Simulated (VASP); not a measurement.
# AlN (P6_3/mmc) in VASP: notebook, part 3 of 3

VASP 6.6.1. Earlier steps stand in the parts before.

## (5) Single point, PBEsol

File INCAR:

```
SYSTEM = AlN
ALGO = Normal
EDIFF = 1E-6
ENCUT = 520
GGA = PS
ISIF = 2
ISMEAR = 0
LASPH = .True.
LCHARG = .False.
LREAL = .False.
LWAVE = .False.
NBANDS = 16
NELM = 80
PREC = Accurate
SIGMA = 0.05
```

File KPOINTS:

```
k-points
0
Gamma
  9 9 6
  0 0 0
```

File POSCAR:

```
AlN
1.0
    3.2816000000      0.0000000000      0.0000000000
   -1.6408000000      2.8419489650      0.0000000000
    0.0000000000      0.0000000000      4.0572000000
Al N
2 2
Direct
    0.3333333333      0.6666666667      0.7500000000
    0.6666666667      0.3333333333      0.2500000000
    0.3333333333      0.6666666667      0.2500000000
    0.6666666667      0.3333333333      0.7500000000
```

Potentials or basis: VASP PAW PBE potentials, release 64 (Al, N).

Run with:

```sh
$ cat potpaw_PBE.64/Al/POTCAR potpaw_PBE.64/N/POTCAR > POTCAR
$ mpirun -np 1 vasp_std > vasp.out
```

OUTCAR:

```text
SYSTEM = AlN
   EDIFF = 1E-6
   ENCUT = 520
   GGA = PS
   ISIF = 2
   ISMEAR = 0
   LASPH = .True.
   LREAL = .False.
   NELM = 80
   PREC = Accurate

 ion  position               nearest neighbor table
   1  0.333  0.667  0.750-   4 1.89   4 1.89   4 1.89   3 2.03   3 2.03   2 2.78   2 2.78   2 2.78
                             2 2.78   2 2.78   2 2.78
   2  0.667  0.333  0.250-   3 1.89   3 1.89   3 1.89   4 2.03   4 2.03   1 2.78   1 2.78   1 2.78
                             1 2.78   1 2.78   1 2.78
   3  0.333  0.667  0.250-   2 1.89   2 1.89   2 1.89   1 2.03   1 2.03
   4  0.667  0.333  0.750-   1 1.89   1 1.89   1 1.89   2 2.03   2 2.03

  LATTYP: Found a hexagonal cell.
 ALAT       =     3.2816000000
 C/A-ratio  =     1.2363481229

  Lattice vectors:

 A1 = (   3.2816000000,   0.0000000000,   0.0000000000)
 A2 = (  -1.6408000000,   2.8419489650,   0.0000000000)
 A3 = (   0.0000000000,   0.0000000000,   4.0572000000)

Analysis of symmetry for initial positions (statically):
=====================================================================
 Subroutine PRICEL returns:
 Original cell was already a primitive cell.

 Routine SETGRP: Setting up the symmetry group for a
 hexagonal supercell.

 Subroutine GETGRP returns: Found 24 space group operations
 (whereof 12 operations were pure point group operations)
 out of a pool of 24 trial point group operations.

The static configuration has the point symmetry D_3d.
 The point group associated with its full space group is D_6h.

Analysis of symmetry for dynamics (positions and initial velocities):
=====================================================================
 Subroutine PRICEL returns:
 Original cell was already a primitive cell.

 Routine SETGRP: Setting up the symmetry group for a
 hexagonal supercell.

 Subroutine GETGRP returns: Found 24 space group operations
 (whereof 12 operations were pure point group operations)
 out of a pool of 24 trial point group operations.

The dynamic configuration has the point symmetry D_3d.
 The point group associated with its full space group is D_6h.

 Subroutine INISYM returns: Found 24 space group operations
 (whereof 12 operations are pure point group operations),
 and found     1 'primitive' translations

----------------------------------------------------------------------------------------

                                     Primitive cell

  volume of cell :      37.8380

  direct lattice vectors                    reciprocal lattice vectors
     3.281600000  0.000000000  0.000000000     0.304729400  0.175935601  0.000000000
    -1.640800000  2.841948965  0.000000000     0.000000000  0.351871203  0.000000000
     0.000000000  0.000000000  4.057200000     0.000000000  0.000000000  0.246475402

  length of vectors
     3.281600000  3.281600000  4.057200000     0.351871203  0.351871203  0.246475402

  position of ions in fractional coordinates (direct lattice)
     0.333333333  0.666666667  0.750000000
     0.666666667  0.333333333  0.250000000
     0.333333333  0.666666667  0.250000000
     0.666666667  0.333333333  0.750000000
[... 30 lines left out ...]
 ===========================================

 Found     48 irreducible k-points:

 Following reciprocal coordinates:
            Coordinates               Weight
  0.000000  0.000000  0.000000      1.000000
  0.111111 -0.000000  0.000000      6.000000
  0.222222 -0.000000  0.000000      6.000000
  0.333333 -0.000000  0.000000      6.000000
  0.444444 -0.000000  0.000000      6.000000
  0.111111  0.111111  0.000000      6.000000
[... 16 lines left out ...]
  0.333333  0.222222  0.166667     24.000000
  0.333333  0.333333  0.166667      4.000000
 [... further k-points ...]
   k-points           NKPTS =     48   k-points in BZ     NKDIM =     48   number of bands    NBANDS=     16
   number of dos      NEDOS =    301   number of ions     NIONS =      4
   total plane-waves  NPLWV =  17280
   dimension x,y,z NGX =    24 NGY =   24 NGZ =   30
   dimension x,y,z NGXF=    48 NGYF=   48 NGZF=   60
   ions per type =               2   2
   NGX,Y,Z   is equivalent  to a cutoff of  12.16, 12.16, 12.29 a.u.
   NGXF,Y,Z  is equivalent  to a cutoff of  24.32, 24.32, 24.59 a.u.
 SYSTEM =  AlN
   PREC   = accura    normal or accurate (medium, high low for compatibility)
   ISTART =      0    job   : 0-new  1-cont  2-samecut
   ICHARG =      2    charge: 1-file 2-atom 10-const
   ISPIN  =      1    spin polarized calculation?
   LNONCOLLINEAR =      F non collinear calculations
   LSORBIT =      F    spin-orbit coupling
   LASPH  =      T    aspherical Exc in radial PAW
   ENCUT  =  520.0 eV  38.22 Ry    6.18 a.u.   6.10  6.10  7.54*2*pi/ulx,y,z
   NELM   =     80;   NELMIN=  2; NELMDL= -5     # of ELM steps
   EDIFF  = 0.1E-05   stopping-criterion for ELM
   LREAL  =      F    real-space projection
   EDIFFG = 0.1E-04   stopping-criterion for IOM
   NSW    =      0    number of steps for IOM
   IBRION =     -1    ionic relax: 0-MD 1-quasi-New 2-CG
   NFREE  =      0    steps in history (QN), initial steepest desc. (CG)
   ISIF   =      2    stress and relaxation
   ISYM   =      2    0-nonsym 1-usesym 2-fastsym
   POTIM  = 0.5000    time-step for ionic-motion
   TEBEG  =    0.0;   TEEND  =   0.0 temperature during run
   PSTRESS=    0.0 pullay stress
   NELECT =      16.0000    total number of electrons
   NUPDOWN=      -1.0000    fix difference up-down
   EMIN   =  10.00;   EMAX   =-10.00  energy-range for DOS
   EFERMI =   0.00;   METHOD = LEGACY
   ISMEAR =     0;   SIGMA  =   0.05  broadening in eV -4-tet -1-fermi 0-gaus
   EFERMI_NEDOS =   21; number of points for ismear=-14 and -15
   IALGO  =     38    algorithm
   IMIX   =      4    mixing-type and parameters
     AMIX     =   0.40;   BMIX     =  1.00
     AMIX_MAG =   1.60;   BMIX_MAG =  1.00
  volume/ion in A,a.u.               =       9.46        63.84
  Fermi-wavevector in a.u.,A,eV,Ry     =   1.228774  2.322046 20.543243  1.509886
  Thomas-Fermi vector in A             =   2.363687
   LORBIT       =      0    0 simple, 1 ext, 2 COOP (PROOUT), +10 PAW based schemes
   GGA     = PS    functional components
   LHFCALC =     F    Hartree Fock is set to
   AEXX    =    0.0000 exact exchange contribution
   IVDW    =     0    specifies the selected vdW correction
   LEPSILON=     F    determine dielectric tensor
   LRPA    =     F    only Hartree local field effects (RPA)
 non-spin polarized calculation
 Gauss-broadening in eV      SIGMA  =   0.05
  energy-cutoff  :      520.00
  volume of cell :       37.84
 maximum number of plane-waves:      1036
   NGX = 13   NGY = 13   NGZ = 15

 number of electron      15.9999999 magnetization

 Free energy of the ion-electron system (eV)
  ---------------------------------------------------
  ext. energy  EPLUGINS =         0.00000000
  ---------------------------------------------------
  free energy    TOTEN  =       -30.91566822 eV

  energy without entropy =      -30.91566822  energy(sigma->0) =      -30.91566822

 E-fermi :   8.6228     XC(G=0): -11.5736

 val. band max:        8.3402434695   @ k =   0.0000   0.0000   0.0000
 cond. band min:      11.9462009821   @ k =   0.0000   0.0000   0.0000
 fundamental gap:      3.6059575126
 Fermi energy:         8.6227567734

 k-point     1 :       0.0000    0.0000    0.0000
  band No.  band energies     occupation
      1      -8.7484      2.00000
      2      -4.6999      2.00000
      3       1.2438      2.00000
      4       4.9235      2.00000
      5       4.9235      2.00000
      6       6.7570      2.00000
[... 433 lines left out ...]
      3       1.5276      2.00000
      4       2.6787      2.00000
      5       2.6787      2.00000
      6       5.3944      2.00000
[... 8 lines left out ...]
     15      19.8418      0.00000
     16      22.0037      0.00000

 [... further k-points ...]

------------------------ aborting loop because EDIFF is reached ----------------------------------------

  FORCE on cell =-STRESS in cart. coord.  units (eV):
  Direction    XX          YY          ZZ          XY          YZ          ZX
  --------------------------------------------------------------------------------------
  -------------------------------------------------------------------------------------
  Total        1.5025089      1.5025089      2.0759872      0.0000000      0.0000000      0.0000000
  in kB       63.6208258     63.6208257     87.9036505      0.0000000      0.0000000      0.0000000
  external PRESSURE =      71.7151007 kB  Pullay stress =       0.0000000 kB

 VOLUME and BASIS-vectors are now :
 -----------------------------------------------------------------------------
  energy-cutoff  :      520.00
  volume of cell :       37.84
      direct lattice vectors                 reciprocal lattice vectors
     3.281600000  0.000000000  0.000000000     0.304729400  0.175935601  0.000000000
    -1.640800000  2.841948965  0.000000000     0.000000000  0.351871203  0.000000000
     0.000000000  0.000000000  4.057200000     0.000000000  0.000000000  0.246475402

 POSITION                                       TOTAL-FORCE (eV/Angst)
 -----------------------------------------------------------------------------------
     -0.00000      1.89463      3.04290         0.000000      0.000000      0.000000
      1.64080      0.94732      1.01430        -0.000000      0.000000      0.000000
     -0.00000      1.89463      1.01430        -0.000000      0.000000      0.000000
      1.64080      0.94732      3.04290        -0.000000     -0.000000      0.000000
 -----------------------------------------------------------------------------------
    total drift:                               -0.000000     -0.000000     -0.000000

  FREE ENERGIE OF THE ION-ELECTRON SYSTEM (eV)
  ---------------------------------------------------
  free  energy   TOTEN  =       -30.9156682221 eV

  energy  without entropy=      -30.9156682221  energy(sigma->0) =      -30.91566822
```

OSZICAR:

```text
N       E                     dE             d eps       ncg     rms          rms(c)
DAV:   1     0.418498827003E+02    0.41850E+02   -0.73701E+03  1536   0.902E+02
DAV:   2    -0.319681000456E+02   -0.73818E+02   -0.66755E+02  2272   0.192E+02
DAV:   3    -0.352784244690E+02   -0.33103E+01   -0.32995E+01  1888   0.416E+01
DAV:   4    -0.352973491384E+02   -0.18925E-01   -0.18923E-01  1880   0.353E+00
DAV:   5    -0.352975974102E+02   -0.24827E-03   -0.24827E-03  1824   0.404E-01    0.116E+01
DAV:   6    -0.310041259354E+02    0.42935E+01   -0.81496E+00  1968   0.215E+01    0.406E+00
DAV:   7    -0.309582858708E+02    0.45840E-01   -0.70394E-01  1800   0.583E+00    0.287E+00
DAV:   8    -0.309231395371E+02    0.35146E-01   -0.10013E-01  1672   0.253E+00    0.811E-01
DAV:   9    -0.309153910872E+02    0.77484E-02   -0.18902E-02  1968   0.107E+00    0.260E-01
DAV:  10    -0.309157641631E+02   -0.37308E-03   -0.20804E-03  1744   0.307E-01    0.171E-01
DAV:  11    -0.309156706838E+02    0.93479E-04   -0.13448E-04  1816   0.885E-02    0.404E-02
DAV:  12    -0.309156686329E+02    0.20509E-05   -0.75493E-06  1800   0.217E-02    0.666E-03
DAV:  13    -0.309156682221E+02    0.41082E-06   -0.21710E-06  1800   0.109E-02
   1 F= -.30915668E+02 E0= -.30915668E+02  d E =-.791931E-18
```

Run time: 14 s. Hardware: 1 thread of Intel Xeon Platinum 8488C (Sapphire Rapids), shared host; peak memory 0.15 GiB.

Results:

* Free energy: -30.9157 eV
* Pressure: 7.2 GPa
* Band gap on the k mesh: 3.61 eV, direct

Caveat: the PAW data sets were made with another functional, which shifts forces and pressure a little.

## (6) Summary

| cell | gap on the mesh (eV) | pressure (GPa) |
| --- | --- | --- |
| a = 3.262, b = 3.262, c = 4.099 Å, angles 90.0, 90.0, 120.0°, 4 atoms | 3.58 | 8.0 |
| a = 3.321, b = 3.321, c = 3.974 Å, angles 90.0, 90.0, 120.0°, 4 atoms | 3.66 | 6.4 |
| a = 3.301, b = 3.301, c = 4.016 Å, angles 90.0, 90.0, 120.0°, 4 atoms | 3.63 | 6.6 |
| a = 3.282, b = 3.282, c = 4.057 Å, angles 90.0, 90.0, 120.0°, 4 atoms | 3.61 | 7.2 |

Alike in all rows: task single point; level PBEsol; potentials or basis VASP PAW PBE potentials, release 64 (Al, N); no spin polarisation; k mesh 9 × 9 × 6; cutoff (eV) 520; smearing gaussian 0.05 eV.

Caveats: the PAW data sets were made with another functional, which shifts forces and pressure a little.

Absolute energies hang on the potentials; compare differences alone.
